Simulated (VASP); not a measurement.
Input of a VASP 6.6.1 run:

INCAR

```
PREC = Accurate ; ENCUT = 520
EDIFF = 1E-6 ; ISMEAR = -1
SIGMA = 0.02 ; LREAL = F
LASPH = T ; NELM = 100
ALGO = Normal ; ISIF = 2
LWAVE = F ; LCHARG = F
GGA = CA ; NBANDS = 15
```

Contents of KPOINTS:

```
regular mesh
0
Gamma
  9 9 8
```

POSCAR

```
TaN
1.0
    2.9380000000      0.0000000000      0.0000000000
   -1.4690000000      2.5443826363      0.0000000000
    0.0000000000      0.0000000000      2.8830000000
Ta N
1 1
Direct
    0.3199619724      0.6580713028      0.4567466387
   -0.0133701591     -0.0085968061     -0.0432514687
```

Potentials or basis: VASP PAW LDA potentials, release 64 (Ta_pv, N).

Command:

```sh
$ cat potpaw_LDA.64/Ta_pv/POTCAR potpaw_LDA.64/N/POTCAR > POTCAR
$ mpirun -np 1 vasp_std > vasp.out
```

(1) Predict the band gap on the k mesh.

(2) Estimate the pressure.

## Answers

(1) zero (band 8 reaches 8.25 eV, above the bottom of band 9 at 7.99 eV).

(2) -9.8 GPa.

Caveat: spin-orbit coupling is left out, which moves the levels of the heavy elements.
